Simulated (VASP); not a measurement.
# Al16HO: single point with PBE

Al16HO:

```
Al O H
1.0
     5.72757    0.00000    0.00000
     2.86378    4.96022    0.00000
     0.00000    0.00000   18.01481
Al O H
16 1 1
Direct
  0.00000 0.00000 0.05551
  0.50000 0.00000 0.05551
  0.00000 0.50000 0.05551
  0.50001 0.50000 0.05551
  0.29942 0.33472 0.22435
  0.46933 0.55524 0.29503
  0.09354 0.14418 0.23488
  0.94027 0.35664 0.38756
  0.69805 0.93742 0.23801
  0.83786 0.52177 0.32149
  0.33479 0.03278 0.39489
  0.58811 0.12058 0.51467
  0.81970 0.46929 0.69031
  0.08122 0.77328 0.78938
  0.01641 0.67267 0.52788
  0.45345 0.95627 0.57869
  0.75233 0.58717 0.47396
  0.63446 0.91329 0.86847
```

* Program: VASP 6.6.1
* Task: single point
* Functional: PBE
* Potentials or basis: VASP PAW PBE potentials, release 64 (Al, O, H)
* Cutoff: 520 eV
* k mesh: 2 × 2 × 1
* Occupations: fermi-dirac, width 0.15 eV
* Spin: no spin polarisation
* Dipole correction: no
* Further INCAR settings: LREAL = Auto; ALGO = Normal; EDIFF = 1e-06; NBANDS = 42

The largest force is 36.746 eV/Å and the band gap on the k mesh is zero (an odd number of electrons rules out a gap without spin polarisation).

Forces on the atoms (eV/Å):
```
Al    0.009  -0.008   0.244
Al    0.053   0.053   0.035
Al    0.119  -0.051   0.242
Al   -0.143  -0.020   0.063
Al    4.570   5.411  -2.939
Al   -3.589   1.531   0.203
Al   -7.687  -5.443  -0.220
Al   -2.193 -16.134  32.806
Al    1.313  -1.778  -0.204
Al    3.335  21.884 -29.330
Al    3.846  -4.847   0.640
Al    7.455   6.579  -7.413
Al    0.156   0.238  -0.503
Al   -0.880   0.265   0.309
Al   -0.867  -1.375  -0.261
Al   -7.841  -5.480   6.940
O     1.608  -0.549  -0.252
H     0.736  -0.277  -0.360
```

Levels at points of the mesh, in eV from the Fermi level:
```tsv
k point	band 23	band 24	band 25	band 26	band 27	band 28	band 29	band 30	band 31	band 32
(0.00, 0.00, 0.00)	-2.03	-1.85	-1.74	-1.13	-0.88	-0.56	-0.32	-0.14	0.15	0.27
(0.50, 0.00, 0.00)	-0.95	-0.70	-0.63	-0.12	0.15	0.36	0.38	0.56	0.72	0.78
(0.50, 0.50, 0.00)	-1.16	-0.73	-0.52	-0.32	-0.01	0.06	0.35	0.80	0.95	1.07
(0.00, 0.50, 0.00)	-0.90	-0.83	-0.41	-0.28	-0.15	0.15	0.29	0.45	0.64	1.12
```

Run time: 4.6 min on 1 thread of Intel(R) Xeon(R) Platinum 8259CL CPU @ 2.50GHz (Skylake/Cascade Lake), on a shared host, peak memory 0.63 GiB.

Caveat: the k points lie up to 0.63 Å⁻¹ apart, too coarse for converged energies and pressures of a metal; atoms lie so close that the PAW spheres overlap strongly, which falsifies energies and pressures.
